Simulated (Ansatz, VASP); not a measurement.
## One calculation of Ag, two programs

The input INCAR:

```
PREC = Accurate
ENCUT = 520
EDIFF = 1E-8
ISMEAR = -1
SIGMA = 0.05
LREAL = F
LASPH = T
NELM = 60
ALGO = Normal
ISIF = 2
LWAVE = F
LCHARG = F
GGA = CA
LEFG = T
NBANDS = 12
```

The input KPOINTS:

```
regular mesh
0
Gamma
  15 15 15
```

Contents of POSCAR:

```
Ag
1.0
    0.0000000000      2.0699859780      2.0699859780
    2.0699859780      0.0000000000      2.0699859780
    2.0699859780      2.0699859780      0.0000000000
Ag
1
Direct
    0.0000000000      0.0000000000      0.0000000000
```

Input for Ansatz:

```yaml
crystal:
  lattice:
    - [0.0, 2.069985978, 2.069985978]
    - [2.069985978, 0.0, 2.069985978]
    - [2.069985978, 2.069985978, 0.0]
  atoms:
    - { symbol: Ag, position: [0.0, 0.0, 0.0] }
kpoints:
  mp_grid: { grid: [15, 15, 15] }
scf:
  occupations: { method: fermi_dirac, width: 0.05 }
hamiltonian:
  xc: lda
  pseudopotentials: { kind: all_electron, datasets: crystal }
output:
  forces: true
  stress: true
  eigenvalues: true
  efg: { contact_densities: true }
```

Change from the starting cell: volume scaled by 1.04, crystal datasets.

Alike in both runs: task electric field gradients; functional LDA; k mesh 15 × 15 × 15; occupations fermi-dirac, width 0.05 eV; no spin polarisation.

|  | VASP | Ansatz |
| --- | --- | --- |
| version | VASP 6.6.1 | Ansatz 0.2.0 |
| potentials or method | VASP PAW LDA potentials, release 64 (Ag), cutoff 520 eV | all-electron PAW with datasets made for the crystal, scalar-relativistic |

Ansatz gave:

```
pressure (GPa) : -10.7
```

Task: Which values does VASP return?

Result: Pressure (GPa): -10.6.

LDA's correlation is that of Perdew and Zunger in VASP and of Perdew and Wang (1992) in Ansatz. Ansatz ran all-electron here, and VASP with PAW potentials.
